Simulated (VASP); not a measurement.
## GaSb: single point with r2SCAN

Crystal: GaSb.

```
CELL_PARAMETERS angstrom
0.00000 3.06588 3.15786
3.06588 0.00000 3.15786
3.06588 3.06588 0.00000
ATOMIC_POSITIONS crystal
Ga 0.00000 0.00000 0.00000
Sb 0.25000 0.25000 0.25000
```

This cell differs from its parent crystal: uniaxial z strain +3.0%.

- Program: VASP 6.6.1
- Task: single point
- Functional: r2SCAN
- Potentials or basis: VASP PAW PBE potentials, release 64 (Ga_d, Sb)
- Cutoff: 520 eV
- k mesh: 8 × 8 × 8
- Occupations: fermi-dirac, width 0.02 eV
- Spin: no spin polarisation
- Dipole correction: no
- Further INCAR settings: ALGO = Normal; EDIFF = 1e-07; NBANDS = 16

```yaml
Pressure: -1.4 GPa
Band_gap_on_the_k_mesh: 0.11 eV, direct
```

Stress tensor (GPa, compression positive):
```
-0.90  0.00  0.00
 0.00 -0.90  0.00
 0.00  0.00 -2.40
```

Levels at points of the mesh, in eV from the valence-band top:
| k point | band 7 | band 8 | band 9 | band 10 | band 11 | band 12 |
| --- | --- | --- | --- | --- | --- | --- |
| (0.00, 0.00, 0.00) | -0.18 | 0.00 | 0.00 | 0.11 | 2.90 | 2.90 |
| (0.50, 0.00, 0.00) | -6.46 | -1.33 | -1.10 | 0.53 | 3.89 | 4.03 |
| (0.50, 0.50, 0.00) | -7.03 | -2.51 | -2.51 | 1.25 | 1.61 | 8.94 |
| (0.50, 0.00, 0.50) | -6.89 | -2.70 | -2.67 | 1.02 | 1.42 | 8.92 |

Wall time 2.6 min on 1 thread of Intel(R) Xeon(R) Platinum 8488C (Sapphire Rapids), on a shared host, peak memory 0.24 GiB.

Caveat: the cell differs from its parent crystal (uniaxial z strain +3.0%); the PAW data sets were made with another functional, which shifts forces and pressure a little; spin-orbit coupling is left out, which moves the levels of the heavy elements. A k mesh can miss the band edges.
